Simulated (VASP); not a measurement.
Set up this calculation in VASP 6.6.1, as the native input.

```yaml
Task: single point
Functional: PBE
Potentials_or_basis: VASP PAW PBE potentials, release 64 (Re)
Cutoff: 520 eV
k_mesh: 10 × 10 × 10
Occupations: gaussian, width 0.15 eV
Spin: no spin polarisation
Dipole_correction: no
Further_INCAR_settings: ALGO = Normal; EDIFF = 1e-06; NBANDS = 10
```

The structure of Re lies in POSCAR:

```
Re
1.0
    0.0000000000      2.0855970806      1.6974674639
    2.0855970806      0.0000000000      1.6974674639
    2.0855970806      2.0855970806      0.0000000000
Re
1
Direct
    0.0000000000      0.0000000000      0.0000000000
```

This cell differs from its parent crystal: volume 14.767 Å^3 an atom, c/a of the conventional cell 0.8139.

These files were run (other wordings do the same):

INCAR

```
SYSTEM = Re
PREC = Accurate ; ENCUT = 520
EDIFF = 1E-6 ; ISMEAR = 0
SIGMA = 0.15 ; LREAL = .FALSE.
LASPH = .TRUE. ; NELM = 60
ALGO = Normal ; ISIF = 2
LWAVE = .FALSE. ; LCHARG = .TRUE.
GGA = PE ; LELF = .TRUE.
LVHAR = .TRUE. ; NBANDS = 10
```

KPOINTS

```
Automatic mesh
0
G
  10 10 10
  0 0 0
```

Potentials or basis: VASP PAW PBE potentials, release 64 (Re).

Launch:

```console
$ cat potpaw_PBE.64/Re/POTCAR > POTCAR
$ mpirun -np 1 vasp_std > vasp.out
```

It gave:

```yaml
Pressure: 8.4 GPa
```

Wall time 24 s on 1 thread of AMD EPYC 7R43 64-Core Processor (Zen 3), on a shared host, peak memory 0.1 GiB.
